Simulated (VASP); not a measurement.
# Ge (Fd-3m) in VASP: notebook, part 2 of 3

VASP 6.6.1. The steps go on from the part before.

### Step 3. Relaxation of cell and atoms, PBE, target pressure 20 GPa, at which the enthalpy is minimised

The input, INCAR:

```
PREC = Accurate
ENCUT = 500
EDIFF = 1E-7
ISMEAR = 0
SIGMA = 0.01
LREAL = False
LASPH = True
NELM = 120
ALGO = Normal
ISIF = 3
LWAVE = False
LCHARG = False
GGA = PE
IBRION = 2
NSW = 100
EDIFFG = -0.02
PSTRESS = 200.0
GGA_COMPAT = False
NELMIN = 4
```

The input, KPOINTS:

```
Automatic mesh
0
Gamma
  6 6 6
```

The input, POSCAR:

```
Ge
1.0
    0.0000000000      2.8289100000      2.8289100000
    2.8289100000      0.0000000000      2.8289100000
    2.8289100000      2.8289100000      0.0000000000
Ge
2
Direct
    0.5000000000      0.5000000000      0.5000000000
    0.7500000000      0.7500000000      0.7500000000
```

Potentials or basis: VASP PAW PBE potentials, release 64 (Ge_d).

Command:

```bash
$ cat potpaw_PBE.64/Ge_d/POTCAR > POTCAR
$ mpirun -np 1 vasp_std > vasp.out
```

OUTCAR:

```text
PREC = Accurate
   ENCUT = 500
   EDIFF = 1E-7
   ISMEAR = 0
   LREAL = False
   LASPH = True
   NELM = 120
   ISIF = 3
   GGA = PE
   IBRION = 2
   NSW = 100
   EDIFFG = -0.02
   PSTRESS = 200.0
   NELMIN = 4

 ion  position               nearest neighbor table
   1  0.500  0.500  0.500-   2 2.45   2 2.45   2 2.45   2 2.45
   2  0.750  0.750  0.750-   1 2.45   1 2.45   1 2.45   1 2.45

  LATTYP: Found a face centered cubic cell.
 ALAT       =     5.6578200000

  Lattice vectors:

 A1 = (   0.0000000000,   2.8289100000,   2.8289100000)
 A2 = (   2.8289100000,   0.0000000000,   2.8289100000)
 A3 = (   2.8289100000,   2.8289100000,   0.0000000000)

Analysis of symmetry for initial positions (statically):
=====================================================================
 Subroutine PRICEL returns:
 Original cell was already a primitive cell.

 Routine SETGRP: Setting up the symmetry group for a
 face centered cubic supercell.

 Subroutine GETGRP returns: Found 48 space group operations
 (whereof 24 operations were pure point group operations)
 out of a pool of 48 trial point group operations.

The static configuration has the point symmetry T_d .
 The point group associated with its full space group is O_h .

Analysis of symmetry for dynamics (positions and initial velocities):
=====================================================================
 Subroutine PRICEL returns:
 Original cell was already a primitive cell.

 Routine SETGRP: Setting up the symmetry group for a
 face centered cubic supercell.

 Subroutine GETGRP returns: Found 48 space group operations
 (whereof 24 operations were pure point group operations)
 out of a pool of 48 trial point group operations.

The dynamic configuration has the point symmetry T_d .
 The point group associated with its full space group is O_h .

 Subroutine INISYM returns: Found 48 space group operations
 (whereof 24 operations are pure point group operations),
 and found     1 'primitive' translations

----------------------------------------------------------------------------------------

                                     Primitive cell

  volume of cell :      45.2780

  direct lattice vectors                    reciprocal lattice vectors
     0.000000000  2.828910000  2.828910000    -0.176746521  0.176746521  0.176746521
     2.828910000  0.000000000  2.828910000     0.176746521 -0.176746521  0.176746521
     2.828910000  2.828910000  0.000000000     0.176746521  0.176746521 -0.176746521

  length of vectors
     4.000682889  4.000682889  4.000682889     0.306133954  0.306133954  0.306133954

  position of ions in fractional coordinates (direct lattice)
     0.500000000  0.500000000  0.500000000
     0.750000000  0.750000000  0.750000000

  ion indices of the primitive-cell ions
   primitive index   ion index
                 1           1
                 2           2

----------------------------------------------------------------------------------------

 KPOINTS: Automatic mesh

Automatic generation of k-mesh.
 Grid dimensions read from file:
 generate k-points for:    6    6    6

 Generating k-lattice:

  Cartesian coordinates                     Fractional coordinates (reciprocal lattice)
    -0.029457753  0.029457753  0.029457753     0.166666667  0.000000000  0.000000000
     0.029457753 -0.029457753  0.029457753     0.000000000  0.166666667  0.000000000
     0.029457753  0.029457753 -0.029457753     0.000000000  0.000000000  0.166666667

  Length of vectors
     0.051022326  0.051022326  0.051022326

  Shift w.r.t. Gamma in fractional coordinates (k-lattice)
     0.000000000  0.000000000  0.000000000

 Subroutine IBZKPT returns following result:
 ===========================================

 Found     16 irreducible k-points:

 Following reciprocal coordinates:
            Coordinates               Weight
  0.000000  0.000000  0.000000      1.000000
  0.166667  0.000000  0.000000      8.000000
  0.333333  0.000000  0.000000      8.000000
  0.500000  0.000000  0.000000      4.000000
  0.166667  0.166667  0.000000      6.000000
  0.333333  0.166667  0.000000     24.000000
[... 8 lines left out ...]
 -0.333333  0.333333  0.166667     24.000000
 -0.333333  0.500000  0.166667     12.000000
   k-points           NKPTS =     16   k-points in BZ     NKDIM =     16   number of bands    NBANDS=     18
   number of dos      NEDOS =    301   number of ions     NIONS =      2
   total plane-waves  NPLWV =  27000
   dimension x,y,z NGX =    30 NGY =   30 NGZ =   30
   dimension x,y,z NGXF=    60 NGYF=   60 NGZF=   60
   ions per type =               2
   NGX,Y,Z   is equivalent  to a cutoff of  12.47, 12.47, 12.47 a.u.
   NGXF,Y,Z  is equivalent  to a cutoff of  24.93, 24.93, 24.93 a.u.
 SYSTEM =  unknown system
   PREC   = accura    normal or accurate (medium, high low for compatibility)
   ISTART =      0    job   : 0-new  1-cont  2-samecut
   ICHARG =      2    charge: 1-file 2-atom 10-const
   ISPIN  =      1    spin polarized calculation?
   LNONCOLLINEAR =      F non collinear calculations
   LSORBIT =      F    spin-orbit coupling
   LASPH  =      T    aspherical Exc in radial PAW
   ENCUT  =  500.0 eV  36.75 Ry    6.06 a.u.   7.29  7.29  7.29*2*pi/ulx,y,z
   NELM   =    120;   NELMIN=  4; NELMDL= -5     # of ELM steps
   EDIFF  = 0.1E-06   stopping-criterion for ELM
   LREAL  =      F    real-space projection
   EDIFFG = -.2E-01   stopping-criterion for IOM
   NSW    =    100    number of steps for IOM
   IBRION =      2    ionic relax: 0-MD 1-quasi-New 2-CG
   NFREE  =      1    steps in history (QN), initial steepest desc. (CG)
   ISIF   =      3    stress and relaxation
   ISYM   =      2    0-nonsym 1-usesym 2-fastsym
   POTIM  = 0.5000    time-step for ionic-motion
   TEBEG  =    0.0;   TEEND  =   0.0 temperature during run
   PSTRESS=  200.0 pullay stress
   NELECT =      28.0000    total number of electrons
   NUPDOWN=      -1.0000    fix difference up-down
   EMIN   =  10.00;   EMAX   =-10.00  energy-range for DOS
   EFERMI =   0.00;   METHOD = LEGACY
   ISMEAR =     0;   SIGMA  =   0.01  broadening in eV -4-tet -1-fermi 0-gaus
   EFERMI_NEDOS =   21; number of points for ismear=-14 and -15
   IALGO  =     38    algorithm
   IMIX   =      4    mixing-type and parameters
     AMIX     =   0.40;   BMIX     =  1.00
     AMIX_MAG =   1.60;   BMIX_MAG =  1.00
  volume/ion in A,a.u.               =      22.64       152.78
  Fermi-wavevector in a.u.,A,eV,Ry     =   1.394756  2.635708 26.468033  1.945346
  Thomas-Fermi vector in A             =   2.518275
   LORBIT       =      0    0 simple, 1 ext, 2 COOP (PROOUT), +10 PAW based schemes
   GGA     = PE    functional components
   LHFCALC =     F    Hartree Fock is set to
   AEXX    =    0.0000 exact exchange contribution
   IVDW    =     0    specifies the selected vdW correction
   LEPSILON=     F    determine dielectric tensor
   LRPA    =     F    only Hartree local field effects (RPA)
 conjugate gradient relaxation of ions
 non-spin polarized calculation
 Gauss-broadening in eV      SIGMA  =   0.01
  energy-cutoff  :      500.00
  volume of cell :       45.28
 maximum number of plane-waves:      1167
 NGX is ok and might be reduce to    30
   NGX = 15   NGY = 15   NGZ = 15

--------------------------------------- Ionic step        1  -------------------------------------------

 number of electron      28.0000022 magnetization

 Free energy of the ion-electron system (eV)
  ---------------------------------------------------
  ext. energy  EPLUGINS =         0.00000000
  ---------------------------------------------------
  free energy    TOTEN  =        -8.96437458 eV

  energy without entropy =       -8.96437061  energy(sigma->0) =       -8.96437260

 E-fermi :   5.0206     XC(G=0):  -9.9173

 val. band max:        5.0015713580   @ k =   0.0000   0.0000   0.0000
 cond. band min:       5.0368298610   @ k =   0.0000   0.0000   0.0000
 fundamental gap:      0.0352585030
 Fermi energy:         5.0205792074

 k-point     1 :       0.0000    0.0000    0.0000
  band No.  band energies     occupation
      1     -19.8136      2.00000
      2     -19.8136      2.00000
      3     -19.8136      2.00000
      4     -19.7776      2.00000
      5     -19.7776      2.00000
      6     -19.5670      2.00000
[... 10 lines left out ...]
     17       7.5525      0.00000
     18       7.5525      0.00000
[... 462 lines left out ...]
  enthalpy is  TOTEN    =        -3.6884823850 eV   P V=        4.8586736500

--------------------------------------- Ionic step        5  -------------------------------------------

 number of electron      28.0000026 magnetization

 Free energy of the ion-electron system (eV)
  ---------------------------------------------------
  ext. energy  EPLUGINS =         0.00000000
  ---------------------------------------------------
  free energy    TOTEN  =        -8.53212929 eV

  energy without entropy =       -8.53212929  energy(sigma->0) =       -8.53212929

 E-fermi :   6.7760     XC(G=0): -10.6736

 val. band max:        6.6432773935   @ k =   0.0000   0.0000   0.0000
 cond. band min:       7.0796221586   @ k =   0.3333   0.3333   0.0000
 fundamental gap:      0.4363447651
 Fermi energy:         6.7760434696

 k-point     1 :       0.0000    0.0000    0.0000
  band No.  band energies     occupation
      1     -18.4648      2.00000
      2     -18.4648      2.00000
      3     -18.4648      2.00000
      4     -18.4153      2.00000
      5     -18.4153      2.00000
      6     -18.1052      2.00000
[... 10 lines left out ...]
     17       9.2345      0.00000
     18       9.2345      0.00000
[... 342 lines left out ...]
  FREE ENERGIE OF THE ION-ELECTRON SYSTEM (eV)
  ---------------------------------------------------
  free  energy   TOTEN  =        -8.5321292928 eV

  energy  without entropy=       -8.5321292928  energy(sigma->0) =       -8.53212929

  enthalpy is  TOTEN    =        -3.6885148371 eV   P V=        4.8436144557

 reached required accuracy - stopping structural energy minimisation
```

Run time: 45 s. Hardware: 1 thread of AMD EPYC 7R13 (Zen 3), shared host; peak memory 0.14 GiB.

Results:

```yaml
Free_energy: -8.5321 eV
Relaxed_volume: 19.40 Å³/atom
Relaxed_cell: a = 3.800 Å, b = 3.800 Å, c = 3.800 Å, α = 60.00°, β = 60.00°, γ = 60.00°
Space_group_after_relaxing_to_0.1_Å: Fd-3m (No. 227)
Energy_change_on_relaxing_the_run_minimises_the_enthalpy: +216.1 meV/atom
Ionic_steps: 5
Pressure_after_relaxing: 20.2 GPa
Band_gap_on_the_k_mesh: 0.44 eV (least direct gap 1.53 eV)
```

Step by step:
```tsv
step	energy change (eV)	largest force (eV/Å)	pressure (GPa)	volume (Å³)
1	0.0000	0.0000	3.32	45.28
2	2.2110	0.0000	64.91	31.52
3	0.3858	0.0000	18.81	39.18
4	0.4172	0.0000	19.77	38.92
5	0.4322	0.0000	20.15	38.80
```

Final structure:
```
Ge
1.0
     0.00000    2.68704    2.68704
     2.68704    0.00000    2.68704
     2.68704    2.68704    0.00000
Ge
2
Direct
  0.50000 0.50000 0.50000
  0.75000 0.75000 0.75000
```

Caveat: the cell is relaxed towards a set pressure, so the run minimises the enthalpy, not the energy. A hybrid or GW would open this gap; PBE tends to underestimate it.

(Continued in part 3 of 3.)
